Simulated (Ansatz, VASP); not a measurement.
## One calculation of Ba, two programs

```xyz
1
Lattice="-2.3757 2.3757 2.3757 2.3757 -2.3757 2.3757 2.3757 2.3757 -2.3757" Properties=species:S:1:pos:R:3 pbc="T T T"
Ba    0.0000    0.0000    0.0000
```

Alike in both runs: functional LDA; k mesh 12 × 12 × 12; occupations gaussian, width 0.1 eV; no spin polarisation.

Ansatz relaxed the structure, and its values are those at the end. VASP's run is a single point on that final structure, the one shown.

```csv
,VASP,Ansatz
version,VASP 6.6.1,Ansatz 0.2.0
potentials or method,"VASP PAW LDA potentials, release 64 (Ba_sv), cutoff 520 eV","scalar-relativistic, plane waves, PAW"
valence electrons in the cell,10,10
```

Ansatz gave:

| Property | Result |
| --- | --- |
| gap on the k mesh at the Fermi level (eV) | none |
| pressure (GPa) | 0.0 |

Task: What did VASP give for the same quantities?

Result: gap on the k mesh at the Fermi level (eV): none; pressure (GPa): 0.1.

Ansatz warns that its potentials were made for another functional, while VASP's fit it. LDA's correlation is that of Perdew and Zunger in VASP and of Perdew and Wang (1992) in Ansatz. A gap of «none» marks a metal or a gap that the smearing closes.

Spin-orbit coupling is off throughout.
